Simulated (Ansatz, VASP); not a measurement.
**One calculation of SnO2, two programs**

INCAR

```
PREC = Accurate
ENCUT = 520
EDIFF = 1E-6
ISMEAR = 0
SIGMA = 0.05
LREAL = F
LASPH = T
NELM = 60
ALGO = Normal
ISIF = 2
LWAVE = F
LCHARG = T
LELF = T
LVHAR = T
NBANDS = 35
```

File KPOINTS:

```
regular mesh
0
Gamma
  6 6 8
```

POSCAR

```
SnO2
1.0
    4.7207174017      0.0000000000      0.0000000000
    0.0000000000      4.7207174017      0.0000000000
    0.0000000000      0.0000000000      3.1887553105
Sn O
2 4
Direct
    0.0000000000      0.0000000000     -0.0526851337
    0.5000000000      0.5000000000      0.5526851337
    0.2702772619      0.3419358373      0.0306530775
    0.2297227381      0.8419358373      0.4693469225
    0.7297227381      0.6580641627      0.0306530775
    0.7702772619      0.1580641627      0.4693469225
```

Input for Ansatz:

```yaml
crystal:
  lattice:
    - [4.7207174017, 0.0, 0.0]
    - [0.0, 4.7207174017, 0.0]
    - [0.0, 0.0, 3.1887553105]
  atoms:
    - { symbol: Sn, position: [0.0, 0.0, -0.0526851337] }
    - { symbol: Sn, position: [0.5, 0.5, 0.5526851337] }
    - { symbol: O, position: [0.2702772619, 0.3419358373, 0.0306530775] }
    - { symbol: O, position: [0.2297227381, 0.8419358373, 0.4693469225] }
    - { symbol: O, position: [0.7297227381, 0.6580641627, 0.0306530775] }
    - { symbol: O, position: [0.7702772619, 0.1580641627, 0.4693469225] }
basis:
  ecutwfc: 520.0
kpoints:
  mp_grid: { grid: [6, 6, 8] }
hamiltonian:
  xc: lda
  pseudopotentials: { kind: paw, azcp: { folder: soft_1 } }
scf:
  occupations: { method: gaussian, width: 0.05 }
output:
  forces: true
  stress: true
  eigenvalues: true
```

Change from the starting cell: mode 4 frozen in at -0.239 Å and mode 5 at -0.168 Å (largest displacements).

Alike in both runs: task single point; functional LDA; k mesh 6 × 6 × 8; occupations gaussian, width 0.05 eV; no spin polarisation.

|  | VASP | Ansatz |
| --- | --- | --- |
| version | VASP 6.6.1 | Ansatz 0.2.0 |
| potentials or method | VASP PAW LDA potentials, release 64 (Sn_d, O), cutoff 520 eV | scalar-relativistic, plane waves, PAW |
| valence electrons in the cell | 52 | 52 |

|  | VASP | Ansatz | Ansatz less VASP |
| --- | --- | --- | --- |
| gap on the k mesh at the Fermi level (eV) | 1.32 | 1.30 | -0.017 |
| least direct gap on the mesh (eV) | 1.39 | 1.38 | -0.011 |
| pressure (GPa) | -1.2 | -2.5 | -1.30 |
| traceless stress, the component that is largest in VASP (GPa) | 1.04 | 1.30 | +0.258 |
| rms of the force components (eV/Å) | 0.539 | 0.521 | -0.0177 |

Ansatz warns that its potentials were made for another functional, while VASP's fit it. LDA's correlation is that of Perdew and Zunger in VASP and of Perdew and Wang (1992) in Ansatz. Atom by atom the forces differ by 0.033 eV/Å (rms over components).
